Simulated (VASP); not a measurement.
The system is Co.

```xyz
1
Lattice="0.0000 1.7895 1.7895 1.7895 0.0000 1.7895 1.7895 1.7895 0.0000" Properties=species:S:1:pos:R:3 pbc="T T T"
Co    0.0000    0.0000    0.0000
```

Base run:

* Program: VASP 6.6.1
* Functional: PBE
* Potentials or basis: VASP PAW PBE potentials, release 64 (Co)
* Cutoff: 520 eV
* k mesh: 14 × 14 × 14
* Occupations: gaussian, width 0.1 eV
* Spin: collinear spin, ferromagnetic start
* Starting moments: [3.0] μB

Its results: pressure -9.4 GPa; site moments Co +1.74 μB.

Task: The run is repeated on the same cell with these changes: moments at the start from [3.0] to [2.14]; fixed moment from none to 2.14 μB. What comes out?

Result: Pressure -0.9 GPa; site moments Co +2.12 μB.

Caveats: the total moment is fixed, so each spin has its own Fermi level (some runs).
